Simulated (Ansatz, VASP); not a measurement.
# One calculation of C, two programs

File INCAR:

```
  PREC = Accurate
  ENCUT = 520
  EDIFF = 1E-6
  ISMEAR = 0
  SIGMA = 0.05
  LREAL = F
  LASPH = T
  NELM = 100
  ALGO = Normal
  ISIF = 2
  LWAVE = F
  LCHARG = F
  GGA = PE
  NBANDS = 36
```

File KPOINTS:

```
regular mesh
0
Gamma
  12 12 2
```

POSCAR

```
C
1.0
    2.3441000000      0.0000000000      0.0000000000
   -1.1720500000      2.0300501490      0.0000000000
    0.0000000000      0.0000000000     12.4291124965
C
12
Direct
    0.0000000000      0.0000000000      0.1868593266
    0.0000000000      0.0000000000      0.6868593266
    0.0000000000      0.0000000000      0.3131406734
    0.0000000000      0.0000000000      0.8131406734
    0.3333333333      0.6666666667      0.5207665411
    0.6666666667      0.3333333333      0.0207665411
    0.3333333333      0.6666666667      0.9792334589
    0.6666666667      0.3333333333      0.4792334589
    0.3333333333      0.6666666667      0.6450950823
    0.6666666667      0.3333333333      0.1450950823
    0.3333333333      0.6666666667      0.8549049177
    0.6666666667      0.3333333333      0.3549049177
```

Input for Ansatz:

```yaml
crystal:
  lattice:
    - [2.3441, 0.0, 0.0]
    - [-1.17205, 2.030050149, 0.0]
    - [0.0, 0.0, 12.4291124965]
  atoms:
    - { symbol: C, position: [0.0, 0.0, 0.1868593266] }
    - { symbol: C, position: [0.0, 0.0, 0.6868593266] }
    - { symbol: C, position: [0.0, 0.0, 0.3131406734] }
    - { symbol: C, position: [0.0, 0.0, 0.8131406734] }
    - { symbol: C, position: [0.3333333333, 0.6666666667, 0.5207665411] }
    - { symbol: C, position: [0.6666666667, 0.3333333333, 0.0207665411] }
    - { symbol: C, position: [0.3333333333, 0.6666666667, 0.9792334589] }
    - { symbol: C, position: [0.6666666667, 0.3333333333, 0.4792334589] }
    - { symbol: C, position: [0.3333333333, 0.6666666667, 0.6450950823] }
    - { symbol: C, position: [0.6666666667, 0.3333333333, 0.1450950823] }
    - { symbol: C, position: [0.3333333333, 0.6666666667, 0.8549049177] }
    - { symbol: C, position: [0.6666666667, 0.3333333333, 0.3549049177] }
basis:
  ecutwfc: 520.0
kpoints:
  mp_grid: { grid: [12, 12, 2] }
hamiltonian:
  xc: pbe
  pseudopotentials: { kind: paw, azcp: { folder: soft_1 } }
scf:
  occupations: { method: gaussian, width: 0.05 }
output:
  forces: true
  stress: true
  eigenvalues: true
```

Alike in both runs: task single point; functional PBE; k mesh 12 × 12 × 2; occupations gaussian, width 0.05 eV; no spin polarisation.

```csv
,VASP,Ansatz
version,VASP 6.6.1,Ansatz 0.2.0
potentials or method,"VASP PAW PBE potentials, release 64 (C), cutoff 520 eV","scalar-relativistic, plane waves, PAW"
valence electrons in the cell,48,48
```

Ansatz gave:

| Item | Value |
| --- | --- |
| gap on the k mesh at the Fermi level (eV) | 3.81 |
| least direct gap on the mesh (eV) | 3.81 |
| rms of the force components (eV/Å) | 0.365 |

Which values does VASP return?

gap on the k mesh at the Fermi level (eV): 3.81; least direct gap on the mesh (eV): 3.81; rms of the force components (eV/Å): 0.380.

Atom by atom the forces differ by 0.015 eV/Å (rms over components). The functional is the same, so the differences come from potentials, cutoffs and numerics.
